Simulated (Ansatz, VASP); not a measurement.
**Two plane-wave programs on Be2AlI**

```
Be Al I
1.0
     4.76492    0.00000    0.00000
    -2.38246    4.12654    0.00000
     0.00000    0.00000    4.70385
Be Al I
2 1 1
Direct
  0.33333 0.66667 0.50000
  0.66667 0.33333 0.50000
  0.00000 0.00000 0.00000
  0.00000 0.00000 0.50000
```

Alike in both runs: task relaxation of cell and atoms; functional PBE; k mesh 6 × 6 × 4; occupations gaussian, width 0.1 eV; no spin polarisation.

|  | VASP | Ansatz |
| --- | --- | --- |
| version | VASP 6.6.1 | Ansatz 0.2.0 |
| potentials or method | VASP PAW PBE potentials, release 64 (Be, Al, I), cutoff 600 eV | scalar-relativistic, plane waves, PAW |
| valence electrons in the cell | 14 | 24 |

Ansatz gave:

- gap on the k mesh at the Fermi level, each at its own relaxed structure (eV): none
- relaxed volume (Å³/atom): 27.91
- relaxed cell length with the largest relative difference (Å): 6.234

Question: Estimate VASP's values.

Answer: gap on the k mesh at the Fermi level, each at its own relaxed structure (eV): none; relaxed volume (Å³/atom): 27.92; relaxed cell length with the largest relative difference (Å): 6.230.

A gap of «none» marks a metal or a gap that the smearing closes. VASP's potentials hold 14 valence electrons a cell and Ansatz's 24, so a difference there can come from the potentials and not from the codes.

Neither program's run includes spin-orbit coupling. Noted on VASP's run: the volume moved by over 15 % at a fixed basis, so the end points are rough.
